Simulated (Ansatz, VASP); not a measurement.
# One calculation of Cu3N, two programs

```
CELL_PARAMETERS angstrom
3.82729 0.00000 0.00000
0.00000 3.82729 0.00000
0.00000 0.00000 3.82729
ATOMIC_POSITIONS crystal
Cu 0.50000 0.00000 0.00000
Cu 0.00000 0.50000 0.00000
Cu 0.00000 0.00000 0.50000
N 0.00000 0.00000 0.00000
```

Alike in both runs: functional PBE; k mesh 10 × 10 × 10; occupations gaussian, width 0.01 eV; no spin polarisation.

Ansatz relaxed the structure, and its values are those at the end. VASP's run is a single point on that final structure, the one shown.

|  | VASP | Ansatz |
| --- | --- | --- |
| version | VASP 6.6.1 | Ansatz 0.2.0 |
| potentials or method | VASP PAW PBE potentials, release 64 (Cu, N), cutoff 600 eV | scalar-relativistic, plane waves, PAW |
| valence electrons in the cell | 38 | 62 |

Ansatz gave:

* gap on the k mesh at the Fermi level (eV): 0.22
* least direct gap on the mesh (eV): 0.75
* pressure (GPa): 0.0

Problem. What did VASP give for the same quantities?

Solution. gap on the k mesh at the Fermi level (eV): 0.25; least direct gap on the mesh (eV): 0.79; pressure (GPa): 0.8.

With one functional, cell and mesh, what is left measures potentials, basis and numerics. VASP's potentials hold 38 valence electrons a cell and Ansatz's 62, so a difference there can come from the potentials and not from the codes.
